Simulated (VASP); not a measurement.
InSb3: single point with PBE

The system is InSb3.

```
In Sb
1.0
     4.95828   -0.16849   -0.16849
    -0.16849    4.95828   -0.16849
    -0.16849   -0.16849    4.95828
In Sb
1 3
Direct
  0.00000 0.00000 0.00000
  0.50000 0.00000 0.50000
  0.00000 0.50000 0.50000
  0.50000 0.50000 0.00000
```

```json
{
 "Program": "VASP 6.6.1",
 "Task": "single point",
 "Functional": "PBE",
 "Potentials or basis": "VASP PAW PBE potentials, release 64 (In_d, Sb)",
 "Cutoff": "520 eV",
 "k mesh": "8 × 8 × 8",
 "Occupations": "gaussian, width 0.15 eV",
 "Spin": "no spin polarisation",
 "Dipole correction": "no",
 "Further INCAR settings": "ALGO = Normal; EDIFF = 1e-07; NBANDS = 22"
}
```

```json
{"Pressure": "-3.3 GPa", "Band gap on the k mesh": "zero (bands 14 and 15 overlap by 3.53 eV)"}
```

Stress tensor (GPa, compression positive):
```
-3.34  0.38  0.38
 0.38 -3.34  0.38
 0.38  0.38 -3.34
```

Levels at points of the mesh, in eV from the Fermi level:
```tsv
k point	band 11	band 12	band 13	band 14	band 15	band 16	band 17	band 18
(0.00, 0.00, 0.00)	-3.67	-3.54	-0.28	0.40	0.40	1.84	1.84	2.44
(0.50, 0.00, 0.00)	-2.12	-2.01	-1.53	-0.87	-0.63	1.33	1.58	2.13
(0.50, 0.50, 0.00)	-1.78	-1.47	-1.15	-1.08	-1.00	0.00	1.39	2.57
(0.50, 0.50, 0.50)	-4.54	-4.46	-4.22	2.52	2.52	3.29	3.67	3.67
```

Wall time 3.6 min on 1 thread of Intel Xeon 8259CL, on a shared host, peak memory 0.34 GiB.

Caveat: the cell stands under tension; spin-orbit coupling is left out, which moves the levels of the heavy elements.
